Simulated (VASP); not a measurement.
# SiMo3 (Pm-3n) in VASP: single point with r2SCAN

Aim: the single point of SiMo3 with r2SCAN.

Everything below comes from runs of VASP 6.6.1. Logs are shortened: lines on timing, memory, paths and dates and some standing lists are left out, and cuts for length are marked.

## (1) The cell of the first run

The structure is cubic, space group Pm-3n (No. 223). Conventional cell: a = 4.885 Å, b = 4.885 Å, c = 4.885 Å, α = 90.00°, β = 90.00°, γ = 90.00°. Si (site symmetry m-3) has 12 Mo at 2.73 Å within 3.6 Å. Mo (site symmetry -4m2) has 10 Mo at 2.44 to 2.99 Å and 4 Si at 2.73 Å within 3.2 Å.

## (2) Single point, r2SCAN

Contents of POSCAR:

```
SiMo3
1.0
    4.8849536208      0.0000000000      0.0000000000
    0.0000000000      4.8849536208      0.0000000000
    0.0000000000      0.0000000000      4.8849536208
Si Mo
2 6
Direct
    0.5000000000      0.5000000000      0.5000000000
    0.0000000000      0.0000000000      0.0000000000
    0.0000000000      0.5000000000      0.2500000000
    0.0000000000      0.5000000000      0.7500000000
    0.5000000000      0.7500000000      0.0000000000
    0.5000000000      0.2500000000      0.0000000000
    0.7500000000      0.0000000000      0.5000000000
    0.2500000000      0.0000000000      0.5000000000
```

Contents of INCAR.step1:

```
PREC = Accurate ; ENCUT = 520
ISMEAR = 0 ; SIGMA = 0.1
LREAL = False ; LASPH = True
NELM = 100 ; NBANDS = 56
GGA = PE ; ALGO = Normal
EDIFF = 1E-4 ; LWAVE = True
LCHARG = False
```

Contents of INCAR.step2:

```
PREC = Accurate ; ENCUT = 520
EDIFF = 1E-6 ; ISMEAR = 0
SIGMA = 0.1 ; LREAL = False
LASPH = True ; NELM = 100
ALGO = Normal ; ISIF = 2
LWAVE = False ; LCHARG = False
METAGGA = R2SCAN ; LMIXTAU = True
NBANDS = 56 ; ISTART = 1
```

Contents of KPOINTS:

```
regular mesh
0
Gamma
  8 8 8
```

Potentials or basis: VASP PAW PBE potentials, release 64 (Si, Mo_sv).

Run with:

```
cat potpaw_PBE.64/Si/POTCAR potpaw_PBE.64/Mo_sv/POTCAR > POTCAR
cp INCAR.step1 INCAR
mpirun -np 1 vasp_std > vasp.out
cp INCAR.step2 INCAR
mpirun -np 1 vasp_std > vasp.out
```

OUTCAR:

```text
PREC = Accurate
   ENCUT = 520
   EDIFF = 1E-6
   ISMEAR = 0
   LREAL = False
   LASPH = True
   NELM = 100
   ISIF = 2
   METAGGA = R2SCAN
   ISTART = 1

 ion  position               nearest neighbor table
   1  0.500  0.500  0.500-   3 2.73   4 2.73   5 2.73   6 2.73   7 2.73   8 2.73   5 2.73   6 2.73
                             7 2.73   8 2.73   3 2.73   4 2.73
   2  0.000  0.000  0.000-   3 2.73   4 2.73   5 2.73   6 2.73   7 2.73   8 2.73   7 2.73   8 2.73
                             3 2.73   4 2.73   5 2.73   6 2.73
   3  0.000  0.500  0.250-   4 2.44   4 2.44   1 2.73   2 2.73   2 2.73   1 2.73   8 2.99   5 2.99
                             6 2.99   7 2.99   8 2.99   7 2.99   5 2.99   6 2.99
   4  0.000  0.500  0.750-   3 2.44   3 2.44   1 2.73   2 2.73   2 2.73   1 2.73   8 2.99   5 2.99
                             6 2.99   7 2.99   8 2.99   7 2.99   5 2.99   6 2.99
   5  0.500  0.750  0.000-   6 2.44   6 2.44   1 2.73   1 2.73   2 2.73   2 2.73   7 2.99   8 2.99
                             8 2.99   7 2.99   3 2.99   4 2.99   3 2.99   4 2.99
   6  0.500  0.250  0.000-   5 2.44   5 2.44   1 2.73   1 2.73   2 2.73   2 2.73   7 2.99   8 2.99
                             8 2.99   7 2.99   3 2.99   4 2.99   3 2.99   4 2.99
   7  0.750  0.000  0.500-   8 2.44   8 2.44   1 2.73   2 2.73   1 2.73   2 2.73   5 2.99   6 2.99
                             5 2.99   6 2.99   3 2.99   3 2.99   4 2.99   4 2.99
   8  0.250  0.000  0.500-   7 2.44   7 2.44   1 2.73   2 2.73   1 2.73   2 2.73   5 2.99   6 2.99
                             5 2.99   6 2.99   3 2.99   3 2.99   4 2.99   4 2.99

  LATTYP: Found a simple cubic cell.
 ALAT       =     4.8849536208

  Lattice vectors:

 A1 = (   4.8849536208,   0.0000000000,   0.0000000000)
 A2 = (   0.0000000000,   4.8849536208,   0.0000000000)
 A3 = (   0.0000000000,   0.0000000000,   4.8849536208)

Analysis of symmetry for initial positions (statically):
=====================================================================
 Subroutine PRICEL returns:
 Original cell was already a primitive cell.

 Routine SETGRP: Setting up the symmetry group for a
 simple cubic supercell.

 Subroutine GETGRP returns: Found 48 space group operations
 (whereof 24 operations were pure point group operations)
 out of a pool of 48 trial point group operations.

The static configuration has the point symmetry T_h .
 The point group associated with its full space group is O_h .

Analysis of symmetry for dynamics (positions and initial velocities):
=====================================================================
 Subroutine PRICEL returns:
 Original cell was already a primitive cell.

 Routine SETGRP: Setting up the symmetry group for a
 simple cubic supercell.

 Subroutine GETGRP returns: Found 48 space group operations
[... 114 lines left out ...]
   ENCUT  =  520.0 eV  38.22 Ry    6.18 a.u.   9.08  9.08  9.08*2*pi/ulx,y,z
   NELM   =    100;   NELMIN=  2; NELMDL=  0     # of ELM steps
   EDIFF  = 0.1E-05   stopping-criterion for ELM
   LREAL  =      F    real-space projection
[... 7 lines left out ...]
   TEBEG  =    0.0;   TEEND  =   0.0 temperature during run
   PSTRESS=    0.0 pullay stress
   NELECT =      92.0000    total number of electrons
   NUPDOWN=      -1.0000    fix difference up-down
   EMIN   =  10.00;   EMAX   =-10.00  energy-range for DOS
   EFERMI =   0.00;   METHOD = LEGACY
   ISMEAR =     0;   SIGMA  =   0.10  broadening in eV -4-tet -1-fermi 0-gaus
   EFERMI_NEDOS =   21; number of points for ismear=-14 and -15
   IALGO  =     38    algorithm
   IMIX   =      4    mixing-type and parameters
     AMIX     =   0.40;   BMIX     =  1.00
     AMIX_MAG =   1.60;   BMIX_MAG =  1.00
  volume/ion in A,a.u.               =      14.57        98.33
  Fermi-wavevector in a.u.,A,eV,Ry     =   1.512900  2.858967 31.141933  2.288868
  Thomas-Fermi vector in A             =   2.622763
   LORBIT       =      0    0 simple, 1 ext, 2 COOP (PROOUT), +10 PAW based schemes
   METAGGA = R2SCAN    functional components
   LHFCALC =     F    Hartree Fock is set to
   AEXX    =    0.0000 exact exchange contribution
   IVDW    =     0    specifies the selected vdW correction
   LEPSILON=     F    determine dielectric tensor
   LRPA    =     F    only Hartree local field effects (RPA)
 non-spin polarized calculation
 Gauss-broadening in eV      SIGMA  =   0.10
  energy-cutoff  :      520.00
  volume of cell :      116.57
 maximum number of plane-waves:      3178
   NGX = 19   NGY = 19   NGZ = 19

 number of electron      91.9999980 magnetization

 Free energy of the ion-electron system (eV)
  ---------------------------------------------------
  ext. energy  EPLUGINS =         0.00000000
  ---------------------------------------------------
  free energy    TOTEN  =      -176.60637001 eV

  energy without entropy =     -176.58499932  energy(sigma->0) =     -176.59568466

 E-fermi :  12.8176     XC(G=0): -14.2783

 val. band max:       12.8097503351   @ k =   0.5000   0.3750   0.0000
 cond. band min:      12.8193175421   @ k =   0.5000   0.1250   0.1250
 fundamental gap:      0.0095672070
 Fermi energy:        12.8176122416

 k-point     1 :       0.0000    0.0000    0.0000
  band No.  band energies     occupation
      1     -50.4540      2.00000
      2     -50.3235      2.00000
      3     -50.3235      2.00000
      4     -49.9603      2.00000
      5     -49.9603      2.00000
      6     -49.9603      2.00000
[... 1405 lines left out ...]
     55      15.1229      0.00000
     56      15.5287      0.00000

 [... further k-points ...]
[... 5 lines left out ...]
  --------------------------------------------------------------------------------------
  -------------------------------------------------------------------------------------
  Total        0.7145807      0.7145807      0.7145807      0.0000000      0.0000000      0.0000000
  in kB        9.8215615      9.8215615      9.8215615      0.0000000      0.0000000      0.0000000
  external PRESSURE =       9.8215615 kB  Pullay stress =       0.0000000 kB

 VOLUME and BASIS-vectors are now :
 -----------------------------------------------------------------------------
  energy-cutoff  :      520.00
  volume of cell :      116.57
      direct lattice vectors                 reciprocal lattice vectors
     4.884953621  0.000000000  0.000000000     0.204710234  0.000000000  0.000000000
     0.000000000  4.884953621  0.000000000     0.000000000  0.204710234  0.000000000
     0.000000000  0.000000000  4.884953621     0.000000000  0.000000000  0.204710234

 POSITION                                       TOTAL-FORCE (eV/Angst)
 -----------------------------------------------------------------------------------
      2.44248      2.44248      2.44248        -0.000000      0.000000     -0.000000
      0.00000      0.00000      0.00000        -0.000000      0.000000     -0.000000
      0.00000      2.44248      1.22124         0.000000      0.000000     -0.000000
      0.00000      2.44248      3.66372        -0.000000     -0.000000     -0.000000
      2.44248      3.66372      0.00000        -0.000000      0.000000     -0.000000
      2.44248      1.22124      0.00000         0.000000     -0.000000      0.000000
      3.66372      0.00000      2.44248        -0.000000     -0.000000      0.000000
      1.22124      0.00000      2.44248         0.000000      0.000000     -0.000000
 -----------------------------------------------------------------------------------
    total drift:                                0.000000      0.000000     -0.000000

  FREE ENERGIE OF THE ION-ELECTRON SYSTEM (eV)
  ---------------------------------------------------
  free  energy   TOTEN  =      -176.6063700079 eV

  energy  without entropy=     -176.5849993174  energy(sigma->0) =     -176.59568466
```

Run time: 5.9 min. Hardware: 1 thread of AMD EPYC 9R45 (Zen 5), shared host; peak memory 0.29 GiB.

Results:

- Free energy: -176.6064 eV
- Pressure: 1.0 GPa
- Band gap on the k mesh: zero (bands 46 and 47 overlap by 2.67 eV)

Caveat: the PAW data sets were made with another functional, which shifts forces and pressure a little.
